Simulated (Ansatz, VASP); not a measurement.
# Two plane-wave programs on HfC

File INCAR:

```
SYSTEM = HfC
PREC = Accurate
ENCUT = 600
EDIFF = 1E-6
ISMEAR = -1
SIGMA = 0.1
LREAL = .FALSE.
LASPH = .TRUE.
NELM = 120
ALGO = Normal
ISIF = 2
LWAVE = .FALSE.
LCHARG = .FALSE.
GGA = PE
NBANDS = 14
GGA_COMPAT = .FALSE.
```

KPOINTS

```
regular mesh
0
G
  9 9 9
  0 0 0
```

File POSCAR:

```
HfC
1.0
    0.0000000000      2.3250000000      2.3250000000
    2.3250000000      0.0000000000      2.3250000000
    2.3250000000      2.3250000000      0.0000000000
Hf C
1 1
Direct
    0.5000000000      0.5000000000      0.5000000000
    0.0000000000      0.0000000000      0.0000000000
```

Input for Ansatz:

```yaml
crystal:
  lattice:
    - [0.0, 2.325, 2.325]
    - [2.325, 0.0, 2.325]
    - [2.325, 2.325, 0.0]
  atoms:
    - { symbol: Hf, position: [0.5, 0.5, 0.5] }
    - { symbol: C, position: [0.0, 0.0, 0.0] }
basis:
  ecutwfc: 450.0
kpoints:
  mp_grid:
    grid: [9, 9, 9]
hamiltonian:
  xc: pbe
scf:
  occupations:
    method: fermi_dirac
    width: 0.1
output:
  stress: true
```

Alike in both runs: task single point; functional PBE; k mesh 9 × 9 × 9; occupations fermi-dirac, width 0.1 eV; no spin polarisation.

|  | VASP | Ansatz |
| --- | --- | --- |
| version | VASP 6.6.1 | Ansatz 0.2.0 |
| potentials or method | VASP PAW PBE potentials, release 64 (Hf_pv, C), cutoff 600 eV | plane waves, PAW |
| valence electrons in the cell | 14 | 30 |

```csv
,VASP,Ansatz,Ansatz less VASP
pressure (GPa),-0.5,0.2,+0.73
```

VASP's potentials hold 14 valence electrons a cell and Ansatz's 30, so a difference there can come from the potentials and not from the codes.

Spin-orbit coupling is off throughout.
